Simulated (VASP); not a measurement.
# ZnCu (Pm-3m) in VASP: a series of runs

The runs below take ZnCu through electric field gradients, with r2SCAN.

Everything below comes from runs of VASP 6.6.1. Logs are shortened: lines on timing, memory, paths and dates and some standing lists are left out, and cuts for length are marked.

## Step 1: The cell of the first run

Symmetry: Pm-3m, No. 221, cubic system. Conventional cell: a = 2.921 Å, b = 2.921 Å, c = 2.921 Å, α = 90.00°, β = 90.00°, γ = 90.00°. Zn (site symmetry m-3m) has 8 Cu at 2.53 Å and 6 Zn at 2.92 Å within 3.3 Å. Within 3.3 Å of Cu (site symmetry m-3m) lie 8 Zn at 2.53 Å and 6 Cu at 2.92 Å.

## Step 2: Electric field gradients, r2SCAN

Input file POSCAR:

```
ZnCu
1.0
    2.9205539200      0.0000000000      0.0000000000
    0.0000000000      2.9205539200      0.0000000000
    0.0000000000      0.0000000000      2.9205539200
Zn Cu
1 1
Direct
    0.5000000000      0.5000000000      0.5000000000
    0.0000000000      0.0000000000      0.0000000000
```

Input file INCAR.step1:

```
SYSTEM = ZnCu
ALGO = Normal ; EDIFF = 1E-4
ENCUT = 520 ; GGA = PE
ISMEAR = -1 ; LASPH = .TRUE.
LCHARG = .FALSE. ; LREAL = .FALSE.
LWAVE = .TRUE. ; NBANDS = 18
NELM = 100 ; PREC = Accurate
SIGMA = 0.05
```

Input file INCAR.step2:

```
SYSTEM = ZnCu
ALGO = Normal ; EDIFF = 1E-8
ENCUT = 520 ; ISIF = 2
ISMEAR = -1 ; ISTART = 1
LASPH = .TRUE. ; LCHARG = .FALSE.
LEFG = .TRUE. ; LMIXTAU = .TRUE.
LREAL = .FALSE. ; LWAVE = .FALSE.
METAGGA = R2SCAN ; NBANDS = 18
NELM = 100 ; PREC = Accurate
SIGMA = 0.05
```

Input file KPOINTS:

```
k-points
0
G
  12 12 12
  0 0 0
```

Potentials or basis: VASP PAW PBE potentials, release 64 (Zn, Cu).

Run with:

```sh
$ cat potpaw_PBE.64/Zn/POTCAR potpaw_PBE.64/Cu/POTCAR > POTCAR
$ cp INCAR.step1 INCAR
$ mpirun -np 1 vasp_std > vasp.out
$ cp INCAR.step2 INCAR
$ mpirun -np 1 vasp_std > vasp.out
```

OUTCAR:

```text
SYSTEM = ZnCu
   EDIFF = 1E-8
   ENCUT = 520
   ISIF = 2
   ISMEAR = -1
   ISTART = 1
   LASPH = .TRUE.
   LREAL = .FALSE.
   METAGGA = R2SCAN
   NELM = 100
   PREC = Accurate

 ion  position               nearest neighbor table
   1  0.500  0.500  0.500-   2 2.53   2 2.53   2 2.53   2 2.53   2 2.53   2 2.53   2 2.53   2 2.53

   2  0.000  0.000  0.000-   1 2.53   1 2.53   1 2.53   1 2.53   1 2.53   1 2.53   1 2.53   1 2.53

  LATTYP: Found a simple cubic cell.
 ALAT       =     2.9205539200

  Lattice vectors:

 A1 = (   2.9205539200,   0.0000000000,   0.0000000000)
 A2 = (   0.0000000000,   2.9205539200,   0.0000000000)
 A3 = (   0.0000000000,   0.0000000000,   2.9205539200)

Analysis of symmetry for initial positions (statically):
=====================================================================
 Subroutine PRICEL returns:
 Original cell was already a primitive cell.

 Routine SETGRP: Setting up the symmetry group for a
 simple cubic supercell.

 Subroutine GETGRP returns: Found 48 space group operations
 (whereof 48 operations were pure point group operations)
 out of a pool of 48 trial point group operations.

The static configuration has the point symmetry O_h .

Analysis of symmetry for dynamics (positions and initial velocities):
=====================================================================
 Subroutine PRICEL returns:
 Original cell was already a primitive cell.

 Routine SETGRP: Setting up the symmetry group for a
 simple cubic supercell.

 Subroutine GETGRP returns: Found 48 space group operations
 (whereof 48 operations were pure point group operations)
 out of a pool of 48 trial point group operations.

The dynamic configuration has the point symmetry O_h .

 Subroutine INISYM returns: Found 48 space group operations
 (whereof 48 operations are pure point group operations),
 and found     1 'primitive' translations

----------------------------------------------------------------------------------------

                                     Primitive cell

  volume of cell :      24.9113

  direct lattice vectors                    reciprocal lattice vectors
     2.920553920  0.000000000  0.000000000     0.342400800  0.000000000  0.000000000
     0.000000000  2.920553920  0.000000000     0.000000000  0.342400800  0.000000000
     0.000000000  0.000000000  2.920553920     0.000000000  0.000000000  0.342400800

  length of vectors
     2.920553920  2.920553920  2.920553920     0.342400800  0.342400800  0.342400800

  position of ions in fractional coordinates (direct lattice)
     0.500000000  0.500000000  0.500000000
     0.000000000  0.000000000  0.000000000

  ion indices of the primitive-cell ions
   primitive index   ion index
                 1           1
                 2           2

----------------------------------------------------------------------------------------

 KPOINTS: k-points

Automatic generation of k-mesh.
 Grid dimensions read from file:
 generate k-points for:   12   12   12

 Generating k-lattice:

  Cartesian coordinates                     Fractional coordinates (reciprocal lattice)
     0.028533400  0.000000000  0.000000000     0.083333333  0.000000000  0.000000000
     0.000000000  0.028533400  0.000000000     0.000000000  0.083333333  0.000000000
     0.000000000  0.000000000  0.028533400     0.000000000  0.000000000  0.083333333

  Length of vectors
     0.028533400  0.028533400  0.028533400

  Shift w.r.t. Gamma in fractional coordinates (k-lattice)
     0.000000000  0.000000000  0.000000000

 Subroutine IBZKPT returns following result:
 ===========================================

 Found     84 irreducible k-points:

 Following reciprocal coordinates:
            Coordinates               Weight
  0.000000  0.000000  0.000000      1.000000
  0.083333  0.000000  0.000000      6.000000
  0.166667  0.000000  0.000000      6.000000
  0.250000  0.000000  0.000000      6.000000
  0.333333  0.000000  0.000000      6.000000
  0.416667  0.000000  0.000000      6.000000
[... 16 lines left out ...]
  0.333333  0.333333  0.000000     12.000000
  0.416667  0.333333  0.000000     24.000000
 [... further k-points ...]
   k-points           NKPTS =     84   k-points in BZ     NKDIM =     84   number of bands    NBANDS=     18
   number of dos      NEDOS =    301   number of ions     NIONS =      2
   total plane-waves  NPLWV =  13824
   dimension x,y,z NGX =    24 NGY =   24 NGZ =   24
   dimension x,y,z NGXF=    48 NGYF=   48 NGZF=   48
   ions per type =               1   1
   NGX,Y,Z   is equivalent  to a cutoff of  13.66, 13.66, 13.66 a.u.
   NGXF,Y,Z  is equivalent  to a cutoff of  27.32, 27.32, 27.32 a.u.
 SYSTEM =  ZnCu
   PREC   = accura    normal or accurate (medium, high low for compatibility)
   ISTART =      1    job   : 0-new  1-cont  2-samecut
   ICHARG =      0    charge: 1-file 2-atom 10-const
   ISPIN  =      1    spin polarized calculation?
   LNONCOLLINEAR =      F non collinear calculations
   LSORBIT =      F    spin-orbit coupling
   LASPH  =      T    aspherical Exc in radial PAW
   ENCUT  =  520.0 eV  38.22 Ry    6.18 a.u.   5.43  5.43  5.43*2*pi/ulx,y,z
   NELM   =    100;   NELMIN=  2; NELMDL=  0     # of ELM steps
   EDIFF  = 0.1E-07   stopping-criterion for ELM
   LREAL  =      F    real-space projection
   EDIFFG = 0.1E-06   stopping-criterion for IOM
   NSW    =      0    number of steps for IOM
   IBRION =     -1    ionic relax: 0-MD 1-quasi-New 2-CG
   NFREE  =      0    steps in history (QN), initial steepest desc. (CG)
   ISIF   =      2    stress and relaxation
   ISYM   =      2    0-nonsym 1-usesym 2-fastsym
   POTIM  = 0.5000    time-step for ionic-motion
   TEBEG  =    0.0;   TEEND  =   0.0 temperature during run
   PSTRESS=    0.0 pullay stress
   NELECT =      23.0000    total number of electrons
   NUPDOWN=      -1.0000    fix difference up-down
   EMIN   =  10.00;   EMAX   =-10.00  energy-range for DOS
   EFERMI =   0.00;   METHOD = LEGACY
   ISMEAR =    -1;   SIGMA  =   0.05  broadening in eV -4-tet -1-fermi 0-gaus
   EFERMI_NEDOS =   21; number of points for ismear=-14 and -15
   IALGO  =     38    algorithm
   IMIX   =      4    mixing-type and parameters
     AMIX     =   0.40;   BMIX     =  1.00
     AMIX_MAG =   1.60;   BMIX_MAG =  1.00
  volume/ion in A,a.u.               =      12.46        84.05
  Fermi-wavevector in a.u.,A,eV,Ry     =   1.594112  3.012435 34.575039  2.541194
  Thomas-Fermi vector in A             =   2.692237
   LORBIT       =      0    0 simple, 1 ext, 2 COOP (PROOUT), +10 PAW based schemes
   METAGGA = R2SCAN    functional components
   LHFCALC =     F    Hartree Fock is set to
   AEXX    =    0.0000 exact exchange contribution
   IVDW    =     0    specifies the selected vdW correction
   LEPSILON=     F    determine dielectric tensor
   LRPA    =     F    only Hartree local field effects (RPA)
 non-spin polarized calculation
  energy-cutoff  :      520.00
  volume of cell :       24.91
 maximum number of plane-waves:       691
 NGX is ok and might be reduce to    24
   NGX = 11   NGY = 11   NGZ = 11

 number of electron      22.9999986 magnetization

 Free energy of the ion-electron system (eV)
  ---------------------------------------------------
  ext. energy  EPLUGINS =         0.00000000
  ---------------------------------------------------
  free energy    TOTEN  =       -19.93661277 eV

  energy without entropy =      -19.93236576  energy(sigma->0) =      -19.93448926

 E-fermi :   5.5478     XC(G=0): -13.6887

 val. band max:        5.5392623610   @ k =   0.5000   0.3333   0.3333
 cond. band min:       5.5618615503   @ k =   0.3333   0.3333   0.0000
 fundamental gap:      0.0225991892
 Fermi energy:         5.5477902681

 k-point     1 :       0.0000    0.0000    0.0000
  band No.  band energies     occupation
      1      -5.3531      2.00000
      2      -2.6420      2.00000
      3      -2.6420      2.00000
      4      -1.8687      2.00000
      5      -1.8687      2.00000
      6      -1.8687      2.00000
[... 10 lines left out ...]
     17      19.1903      0.00000
     18      30.3096      0.00000

 k-point     2 :       0.0833    0.0000    0.0000
  band No.  band energies     occupation
      1      -5.2195      2.00000
      2      -2.6257      2.00000
      3      -2.6131      2.00000
      4      -1.8806      2.00000
      5      -1.8806      2.00000
      6      -1.8628      2.00000
[... 10 lines left out ...]
     17      19.9668      0.00000
     18      28.8847      0.00000

 k-point     3 :       0.1667    0.0000    0.0000
  band No.  band energies     occupation
      1      -4.8250      2.00000
      2      -2.5807      2.00000
      3      -2.5297      2.00000
      4      -1.9131      2.00000
      5      -1.9131      2.00000
      6      -1.8466      2.00000
[... 10 lines left out ...]
     17      22.5507      0.00000
     18      26.7639      0.00000

 k-point     4 :       0.2500    0.0000    0.0000
  band No.  band energies     occupation
      1      -4.1956      2.00000
      2      -2.5180      2.00000
      3      -2.3938      2.00000
      4      -1.9573      2.00000
      5      -1.9573      2.00000
      6      -1.8244      2.00000
[... 10 lines left out ...]
     17      24.6729      0.00000
     18      24.6730      0.00000

 k-point     5 :       0.3333    0.0000    0.0000
  band No.  band energies     occupation
      1      -3.4240      2.00000
      2      -2.4539      2.00000
      3      -2.1613      2.00000
      4      -2.0012      2.00000
      5      -2.0012      2.00000
      6      -1.8019      2.00000
[... 10 lines left out ...]
     17      22.4414      0.00000
     18      22.4414      0.00000

 k-point     6 :       0.4167    0.0000    0.0000
  band No.  band energies     occupation
      1      -2.8384      2.00000
      2      -2.4059      2.00000
      3      -2.0332      2.00000
      4      -2.0332      2.00000
      5      -1.7853      2.00000
      6      -1.5943      2.00000
[... 307 lines left out ...]
 k-point    21 :       0.4167    0.2500    0.0000
  band No.  band energies     occupation
      1      -2.6393      2.00000
      2      -2.4789      2.00000
      3      -2.0854      2.00000
      4      -2.0429      2.00000
      5      -1.9706      2.00000
      6      -0.5664      2.00000
[... 10 lines left out ...]
     17      21.3889      0.00000
     18      22.5184      0.00000

 k-point    22 :       0.5000    0.2500    0.0000
  band No.  band energies     occupation
      1      -2.5669      2.00000
      2      -2.5111      2.00000
      3      -2.0994      2.00000
      4      -2.0262      2.00000
      5      -1.9759      2.00000
      6       0.3343      2.00000
[... 10 lines left out ...]
     17      20.9996      0.00000
     18      21.6582      0.00000

 k-point    23 :       0.3333    0.3333    0.0000
  band No.  band energies     occupation
      1      -2.7349      2.00000
      2      -2.4914      2.00000
      3      -2.0795      2.00000
      4      -2.0199      2.00000
      5      -1.9166      2.00000
      6      -0.8157      2.00000
[... 10 lines left out ...]
     17      23.1628      0.00000
     18      23.3430      0.00000

 k-point    24 :       0.4167    0.3333    0.0000
  band No.  band energies     occupation
      1      -2.7177      2.00000
      2      -2.5070      2.00000
      3      -2.1120      2.00000
      4      -2.0566      2.00000
      5      -1.8155      2.00000
      6      -0.0066      2.00000
[... 10 lines left out ...]
     17      21.9965      0.00000
     18      22.5848      0.00000

 [... further k-points ...]
[... 5 lines left out ...]
  --------------------------------------------------------------------------------------
  -------------------------------------------------------------------------------------
  Total        0.0915753      0.0915753      0.0915753      0.0000000      0.0000000     -0.0000000
  in kB        5.8897040      5.8897040      5.8897040      0.0000000      0.0000000     -0.0000000
  external PRESSURE =       5.8897040 kB  Pullay stress =       0.0000000 kB

 VOLUME and BASIS-vectors are now :
 -----------------------------------------------------------------------------
  energy-cutoff  :      520.00
  volume of cell :       24.91
      direct lattice vectors                 reciprocal lattice vectors
     2.920553920  0.000000000  0.000000000     0.342400800  0.000000000  0.000000000
     0.000000000  2.920553920  0.000000000     0.000000000  0.342400800  0.000000000
     0.000000000  0.000000000  2.920553920     0.000000000  0.000000000  0.342400800

 POSITION                                       TOTAL-FORCE (eV/Angst)
 -----------------------------------------------------------------------------------
      1.46028      1.46028      1.46028         0.000000      0.000000      0.000000
      0.00000      0.00000      0.00000         0.000000      0.000000      0.000000
 -----------------------------------------------------------------------------------
    total drift:                                0.000000      0.000000     -0.000000

  FREE ENERGIE OF THE ION-ELECTRON SYSTEM (eV)
  ---------------------------------------------------
  free  energy   TOTEN  =       -19.9366127674 eV

  energy  without entropy=      -19.9323657551  energy(sigma->0) =      -19.93448926

 Electric field gradients (V/A^2)
---------------------------------------------------------------------
 ion       V_xx      V_yy      V_zz      V_xy      V_xz      V_yz
---------------------------------------------------------------------
   1      -0.000    -0.000     0.000     0.000    -0.000     0.000
   2       0.000     0.000    -0.000     0.000    -0.000    -0.000
---------------------------------------------------------------------

 Electric field gradients after diagonalization (V/A^2)
 (convention: |V_zz| > |V_xx| > |V_yy|)
----------------------------------------------------------------------
 ion       V_xx      V_yy      V_zz     asymmetry (V_yy - V_xx)/ V_zz
----------------------------------------------------------------------
   1      -0.000    -0.000     0.000       0.267
   2      -0.000     0.000     0.000       1.515
----------------------------------------------------------------------

           NMR quadrupolar parameters

 Cq : quadrupolar parameter    Cq=e*Q*V_zz/h
 eta: asymmetry parameters     (V_yy - V_xx)/ V_zz
 Q  : nuclear electric quadrupole moment in mb (millibarn)
----------------------------------------------------------------------
 ion       Cq(MHz)       eta       Q (mb)
----------------------------------------------------------------------
   1       0.000       0.267       1.000
   2       0.000       1.515       1.000
----------------------------------------------------------------------
```

It took 62 s on 1 thread of Intel Xeon Platinum 8488C (Sapphire Rapids), shared host; peak memory 0.16 GiB.

What came out:

- Free energy: -19.9366 eV
- Pressure: 0.6 GPa
- Band gap on the k mesh: zero (an odd number of electrons rules out a gap without spin polarisation)
- Largest electric field gradient by atom: zero within the noise of the run

Caveat: the PAW data sets were made with another functional, which shifts forces and pressure a little.

(Part 1 of 3 ends here.)
